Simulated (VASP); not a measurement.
Here is a VASP 6.6.1 calculation.

Contents of INCAR:

```
SYSTEM = PIr
PREC     = Accurate       ! precision mode
ENCUT    = 520            ! plane-wave cutoff, eV
EDIFF    = 1E-7           ! SCF threshold, eV
ISMEAR   = 0              ! smearing method
SIGMA    = 0.05           ! smearing width, eV
LREAL    = .FALSE.        ! projectors in reciprocal space
LASPH    = .TRUE.         ! aspherical terms in the spheres
NELM     = 80             ! most SCF steps
ALGO     = Normal         ! electronic algorithm
ISIF     = 2              ! what is computed and relaxed
LWAVE    = .FALSE.        ! write WAVECAR
LCHARG   = .FALSE.        ! write CHGCAR
GGA      = CA             ! functional
NBANDS   = 14             ! bands
```

Contents of KPOINTS:

```
Automatic mesh
0
G
  12 12 12
  0 0 0
```

Contents of POSCAR:

```
PIr
1.0
    0.0000000000      2.6258420330      2.6258420330
    2.6258420330      0.0000000000      2.6258420330
    2.6258420330      2.6258420330      0.0000000000
Ir P
1 1
Direct
    0.0000000000      0.0000000000      0.0000000000
    0.2500000000      0.2500000000      0.2500000000
```

Potentials or basis: VASP PAW LDA potentials, release 64 (Ir, P).

The run is started by

```sh
$ cat potpaw_LDA.64/Ir/POTCAR potpaw_LDA.64/P/POTCAR > POTCAR
$ mpirun -np 1 vasp_std > vasp.out
```

(1) What does it give for the pressure?

(2) Estimate the band gap on the k mesh.

Results:

(1) -7.2 GPa.

(2) zero (band 7 reaches 10.25 eV, above the bottom of band 8 at 6.10 eV).

Caveat: spin-orbit coupling is left out, which moves the levels of the heavy elements.
